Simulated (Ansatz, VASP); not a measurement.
# Two plane-wave programs on Cs

INCAR

```
  PREC = Accurate
  ENCUT = 520
  EDIFF = 1E-7
  ISMEAR = -1
  SIGMA = 0.1
  LREAL = False
  LASPH = True
  NELM = 60
  ALGO = Normal
  ISIF = 2
  LWAVE = False
  LCHARG = False
  GGA = RP
  NBANDS = 16
```

Contents of KPOINTS:

```
regular mesh
0
Gamma
  7 7 4
```

The input POSCAR:

```
Cs
1.0
    5.6983310609      0.0000000000      0.0000000000
   -2.8491655305      4.9348994580      0.0000000000
    0.0000000000      0.0000000000      9.3464540333
Cs
2
Direct
    0.3333333333      0.6666666667      0.2500000000
    0.6666666667      0.3333333333      0.7500000000
```

Input for Ansatz:

```yaml
crystal:
  lattice:
    - [5.6983310609, 0.0, 0.0]
    - [-2.8491655305, 4.934899458, 0.0]
    - [0.0, 0.0, 9.3464540333]
  atoms:
    - { symbol: Cs, position: [0.3333333333, 0.6666666667, 0.25] }
    - { symbol: Cs, position: [0.6666666667, 0.3333333333, 0.75] }
hamiltonian:
  xc: rpbe
  pseudopotentials:
    kind: paw
    azcp:
      Cs: "pseudopotentials/Cs.paw.azcp"
basis:
  ecutwfc: 420
  fft_grid_basis: typed
kpoints:
  mp_grid: { grid: [7, 7, 4], shift: [0, 0, 0] }
magnetization:
  spin_polarized: false
scf:
  occupations: { method: fermi_dirac, width: 0.1 }
  lower_state_search: "off"
output:
  stress: true
  write_density: true
  write_potential: true
  elf: true
  volumetric_format: npy
```

Alike in both runs: task single point; functional RPBE; k mesh 7 × 7 × 4; occupations fermi-dirac, width 0.1 eV; no spin polarisation.

|  | VASP | Ansatz |
| --- | --- | --- |
| version | VASP 6.6.1 | Ansatz 0.2.0 |
| potentials or method | VASP PAW PBE potentials, release 64 (Cs_sv), cutoff 520 eV | plane waves (420 eV) with PAW, scalar-relativistic |
| valence electrons in the cell | 18 | 18 |

|  | VASP | Ansatz | Ansatz less VASP |
| --- | --- | --- | --- |
| pressure (GPa) | 0.0 | 0.0 | +0.01 |

VASP's potentials were made for PBE, not for RPBE.

Spin-orbit coupling is off throughout.
